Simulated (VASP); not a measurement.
# Ta (Im-3m) in VASP: notebook, part 2 of 2

VASP 6.6.1. Earlier steps stand in the parts before.

### Step 3. Single point, LDA

INCAR reads:

```
SYSTEM = Ta
ALGO = Normal
EDIFF = 1E-6
ENCUT = 500
GGA_COMPAT = .False.
ISIF = 2
ISMEAR = 1
LASPH = .True.
LCHARG = .True.
LELF = .True.
LREAL = .False.
LVHAR = .True.
LWAVE = .False.
NBANDS = 12
NELM = 120
PREC = Accurate
SIGMA = 0.05
```

KPOINTS reads:

```
k-points
0
Gamma
  11 11 11
  0 0 0
```

POSCAR reads:

```
Ta
1.0
   -1.5695603932      1.5695603932      1.5695603932
    1.5695603932     -1.5695603932      1.5695603932
    1.5695603932      1.5695603932     -1.5695603932
Ta
1
Direct
    0.0000000000      0.0000000000      0.0000000000
```

Potentials or basis: VASP PAW LDA potentials, release 64 (Ta_pv).

The run is started by

```console
$ cat potpaw_LDA.64/Ta_pv/POTCAR > POTCAR
$ mpirun -np 1 vasp_std > vasp.out
```

OUTCAR:

```text
SYSTEM = Ta
   EDIFF = 1E-6
   ENCUT = 500
   ISIF = 2
   ISMEAR = 1
   LASPH = .True.
   LREAL = .False.
   NELM = 120
   PREC = Accurate

 ion  position               nearest neighbor table
   1  0.000  0.000  0.000-

  LATTYP: Found a body centered cubic cell.
 ALAT       =     3.1391207864

  Lattice vectors:

 A1 = (  -1.5695603932,   1.5695603932,   1.5695603932)
 A2 = (   1.5695603932,  -1.5695603932,   1.5695603932)
 A3 = (   1.5695603932,   1.5695603932,  -1.5695603932)

Analysis of symmetry for initial positions (statically):
=====================================================================
 Subroutine PRICEL returns:
 Original cell was already a primitive cell.

 Routine SETGRP: Setting up the symmetry group for a
 body centered cubic supercell.

 Subroutine GETGRP returns: Found 48 space group operations
 (whereof 48 operations were pure point group operations)
 out of a pool of 48 trial point group operations.

The static configuration has the point symmetry O_h .

[... 166 lines left out ...]
  band No.  band energies     occupation
      1     -25.5634      2.00000
      2     -25.5634      2.00000
      3     -25.5634      2.00000
      4      -1.6408      2.00000
      5       7.3676     -0.00000
      6       7.3676     -0.00000
      7       7.3676     -0.00000
      8      11.2008      0.00000
      9      11.2008      0.00000
     10      20.9113      0.00000
     11      22.5260      0.00000
     12      22.5260      0.00000
[... 331 lines left out ...]
 k-point    24 :       0.3636    0.1818    0.0909
  band No.  band energies     occupation
      1     -27.1700      2.00000
      2     -26.4526      2.00000
      3     -25.8956      2.00000
      4       3.4919      2.00000
      5       4.7915      2.00000
      6       7.2196     -0.00000
      7      11.8403      0.00000
      8      12.5401      0.00000
      9      17.8459      0.00000
     10      18.7802      0.00000
     11      20.9244      0.00000
     12      21.7093      0.00000

 [... further k-points ...]

------------------------ aborting loop because EDIFF is reached ----------------------------------------

  FORCE on cell =-STRESS in cart. coord.  units (eV):
  Direction    XX          YY          ZZ          XY          YZ          ZX
  --------------------------------------------------------------------------------------
  -------------------------------------------------------------------------------------
  Total        3.0201550      3.0201550      3.0201550      0.0000000     -0.0000000      0.0000000
  in kB      312.8568905    312.8568905    312.8568905      0.0000000     -0.0000000      0.0000000
  external PRESSURE =     312.8568905 kB  Pullay stress =       0.0000000 kB

 VOLUME and BASIS-vectors are now :
 -----------------------------------------------------------------------------
  energy-cutoff  :      500.00
  volume of cell :       15.47
      direct lattice vectors                 reciprocal lattice vectors
    -1.569560393  1.569560393  1.569560393     0.000000000  0.318560536  0.318560536
     1.569560393 -1.569560393  1.569560393     0.318560536  0.000000000  0.318560536
     1.569560393  1.569560393 -1.569560393     0.318560536  0.318560536  0.000000000

 POSITION                                       TOTAL-FORCE (eV/Angst)
 -----------------------------------------------------------------------------------
      0.00000      0.00000      0.00000         0.000000     -0.000000      0.000000
 -----------------------------------------------------------------------------------
    total drift:                                0.000000     -0.000000     -0.000000

  FREE ENERGIE OF THE ION-ELECTRON SYSTEM (eV)
  ---------------------------------------------------
  free  energy   TOTEN  =       -12.6708507310 eV

  energy  without entropy=      -12.6701919948  energy(sigma->0) =      -12.67063115
```

stdout:

```text
POSCAR found type information on POSCAR Ta
 POSCAR found :  1 types and       1 ions
 scaLAPACK will be used
 LDA part: xc-table for (Slater(with rela. corr.)+CA(PZ))
 , standard interpolation
 POSCAR, INCAR and KPOINTS ok, starting setup
 FFT: planning ... GRIDC
 FFT: planning ... GRID_SOFT
 FFT: planning ... GRID
 WAVECAR not read
 entering main loop
```

Run time: 3.9 s. Hardware: 1 thread of AMD EPYC 9R45 (Zen 5), shared host; peak memory 0.09 GiB.

What came out:

```yaml
Free_energy: -12.6709 eV
Pressure: 31.3 GPa
Band_gap_on_the_k_mesh: zero (an odd number of electrons rules out a gap without spin polarisation)
```

Levels at points of the mesh, in eV from the Fermi level:
```tsv
k point	band 1	band 2	band 3	band 4	band 5	band 6	band 7	band 8	band 9	band 10
(0.00, 0.00, 0.00)	-32.28	-32.28	-32.28	-8.36	0.65	0.65	0.65	4.49	4.49	14.20
```

Caveat: the cell stands under pressure; spin-orbit coupling is left out, which moves the levels of the heavy elements.

### Step 4. Relaxation of cell and atoms, LDA, target pressure 30 GPa, at which the enthalpy is minimised

This run uses another cell than the first one, of 18.01 Å³/atom.

INCAR reads:

```
SYSTEM = Ta
ALGO     = Normal         ! electronic algorithm
EDIFF    = 1E-7           ! SCF threshold, eV
EDIFFG   = -0.01          ! ionic threshold
ENCUT    = 500            ! plane-wave cutoff, eV
GGA      = CA             ! functional
GGA_COMPAT= .FALSE.      
IBRION   = 2              ! ionic algorithm
ISIF     = 3              ! what is computed and relaxed
ISMEAR   = 1              ! smearing method
LASPH    = .TRUE.         ! aspherical terms in the spheres
LCHARG   = .FALSE.        ! write CHGCAR
LREAL    = .FALSE.        ! projectors in reciprocal space
LWAVE    = .FALSE.        ! write WAVECAR
NELM     = 120            ! most SCF steps
NELMIN   = 4            
NSW      = 80             ! ionic steps
PREC     = Accurate       ! precision mode
PSTRESS  = 300.0        
SIGMA    = 0.05           ! smearing width, eV
```

KPOINTS reads:

```
k-points
0
G
  11 11 11
  0 0 0
```

POSCAR reads:

```
Ta
1.0
   -1.6512800000      1.6512800000      1.6512800000
    1.6512800000     -1.6512800000      1.6512800000
    1.6512800000      1.6512800000     -1.6512800000
Ta
1
Direct
    0.0000000000      0.0000000000      0.0000000000
```

The run is started by

```console
$ cat potpaw_LDA.64/Ta_pv/POTCAR > POTCAR
$ mpirun -np 1 vasp_std > vasp.out
```

Run time: 17 s. Hardware: 1 thread of AMD EPYC 9R45 (Zen 5), shared host; peak memory 0.13 GiB.

It converged, with:

```yaml
Free_energy: -12.6838 eV
Relaxed_volume: 15.53 Å³/atom
Relaxed_cell: a = 2.722 Å, b = 2.722 Å, c = 2.722 Å, α = 109.47°, β = 109.47°, γ = 109.47°
Space_group_after_relaxing_to_0.1_Å: Im-3m (No. 229)
Energy_change_on_relaxing_the_run_minimises_the_enthalpy: +132.7 meV/atom
Ionic_steps: 5
Pressure_after_relaxing: 30.0 GPa
Band_gap_on_the_k_mesh: zero (an odd number of electrons rules out a gap without spin polarisation)
```

Step by step:
```
step  energy change (eV)  largest force (eV/Å)  pressure (GPa)  volume (Å³)
   1              0.0000                0.0000           -8.73        18.01
   2              7.8540                0.0000          534.21         8.88
   3              0.0729                0.0000           22.65        15.89
   4              0.1058                0.0000           26.87        15.68
   5              0.1327                0.0000           29.97        15.53
```

Final structure:
```xyz
1
Lattice="-1.5717 1.5717 1.5717 1.5717 -1.5717 1.5717 1.5717 1.5717 -1.5717" Properties=species:S:1:pos:R:3 pbc="T T T"
Ta    0.0000    0.0000    0.0000
```

Levels at points of the mesh, in eV from the Fermi level:
```
           k point  band 2  band 3  band 4  band 5  band 6  band 7  band 8  band 9
(0.00, 0.00, 0.00)  -32.30  -32.30   -8.34    0.65    0.65    0.65    4.47    4.47
```

Caveat: the cell is relaxed towards a set pressure, so the run minimises the enthalpy, not the energy; spin-orbit coupling is left out, which moves the levels of the heavy elements. LDA usually gives volumes a few per cent too small.

### Step 5. Relaxation of cell and atoms, LDA, target pressure 30 GPa, at which the enthalpy is minimised

This run uses another cell than the first one, of 18.01 Å³/atom.

INCAR reads:

```
SYSTEM = Ta
  ALGO = Normal
  EDIFF = 1E-7
  EDIFFG = -0.01
  ENCUT = 500
  GGA_COMPAT = .False.
  IBRION = 2
  ISIF = 3
  ISMEAR = 1
  LASPH = .True.
  LCHARG = .False.
  LREAL = .False.
  LWAVE = .False.
  NELM = 120
  NELMIN = 4
  NSW = 80
  PREC = Accurate
  PSTRESS = 300.0
  SIGMA = 0.05
```

KPOINTS reads:

```
k-points
0
Gamma
  11 11 11
  0 0 0
```

POSCAR is that of step 4.

The run is started by

```console
$ cat potpaw_LDA.64/Ta_pv/POTCAR > POTCAR
$ mpirun -np 1 vasp_std > vasp.out
```

It took 17 s on 1 thread of AMD EPYC 9R45 (Zen 5), shared host; peak memory 0.13 GiB.

The run converged. Its results:

* Free energy: -12.6838 eV
* Relaxed volume: 15.53 Å³/atom
* Relaxed cell: a = 2.722 Å, b = 2.722 Å, c = 2.722 Å, α = 109.47°, β = 109.47°, γ = 109.47°
* Space group after relaxing (to 0.1 Å): Im-3m (No. 229)
* Energy change on relaxing (the run minimises the enthalpy): +132.7 meV/atom
* Ionic steps: 5
* Pressure after relaxing: 30.0 GPa
* Band gap on the k mesh: zero (an odd number of electrons rules out a gap without spin polarisation)

Step by step:
```tsv
step	energy change (eV)	largest force (eV/Å)	pressure (GPa)	volume (Å³)
1	0.0000	0.0000	-8.73	18.01
2	7.8540	0.0000	534.21	8.88
3	0.0729	0.0000	22.65	15.89
4	0.1058	0.0000	26.87	15.68
5	0.1327	0.0000	29.97	15.53
```

Final structure:
```
CELL_PARAMETERS angstrom
-1.57170 1.57170 1.57170
1.57170 -1.57170 1.57170
1.57170 1.57170 -1.57170
ATOMIC_POSITIONS crystal
Ta 0.00000 0.00000 0.00000
```

Levels at points of the mesh, in eV from the Fermi level:
```csv
k point,band 2,band 3,band 4,band 5,band 6,band 7,band 8,band 9
"(0.00, 0.00, 0.00)",-32.30,-32.30,-8.34,0.65,0.65,0.65,4.47,4.47
```

Caveat: the cell is relaxed towards a set pressure, so the run minimises the enthalpy, not the energy; spin-orbit coupling is left out, which moves the levels of the heavy elements.
